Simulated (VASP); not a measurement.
Write the native input for VASP 6.6.1 that does the following.

| Property | Result |
| --- | --- |
| Task | single point |
| Functional | PBEsol |
| Potentials or basis | VASP PAW PBE potentials, release 64 (Mg, Sb) |
| Cutoff | 600 eV |
| k mesh | 6 × 6 × 4 |
| Occupations | gaussian, width 0.01 eV |
| Spin | no spin polarisation |
| Dipole correction | no |
| Further INCAR settings | ALGO = Normal; EDIFF = 1e-06; NBANDS = 16 |

The structure of Mg3Sb2 lies in POSCAR:

```
Mg3Sb2
1.0
    4.5819999999      0.0000000000      0.0000000000
   -2.2910000000      3.9681284001      0.0000000000
    0.0000000000      0.0000000000      7.2440000000
Mg Sb
3 2
Direct
    0.3333333333      0.6666666667      0.6325732341
    0.6666666667      0.3333333333      0.3674267659
    0.0000000000      0.0000000000      0.0000000000
    0.3333333333      0.6666666667      0.2254528818
    0.6666666667      0.3333333333      0.7745471182
```

The input as run:

INCAR

```
SYSTEM = Mg3Sb2
PREC = Accurate ; ENCUT = 600
EDIFF = 1E-6 ; ISMEAR = 0
SIGMA = 0.01 ; LREAL = .False.
LASPH = .True. ; NELM = 120
ALGO = Normal ; ISIF = 2
LWAVE = .False. ; LCHARG = .False.
GGA = PS ; NBANDS = 16
GGA_COMPAT = .False.
```

KPOINTS

```
regular mesh
0
Gamma
  6 6 4
  0 0 0
```

Potentials or basis: VASP PAW PBE potentials, release 64 (Mg, Sb).

The run is started by

```bash
$ cat potpaw_PBE.64/Mg/POTCAR potpaw_PBE.64/Sb/POTCAR > POTCAR
$ mpirun -np 1 vasp_std > vasp.out
```

Results of the run:

```yaml
Pressure: -0.8 GPa
Largest_force: 0.022 eV/Å
Band_gap_on_the_k_mesh: 0.21 eV (least direct gap 1.00 eV)
```

Caveat: semilocal functionals underestimate gaps, and a narrow one can read as zero; the PAW data sets were made with another functional, which shifts forces and pressure a little; spin-orbit coupling is left out, which moves the levels of the heavy elements.

Run time: 78 s on 1 thread of Intel Xeon 8259CL (shared host), peak memory 0.31 GiB.
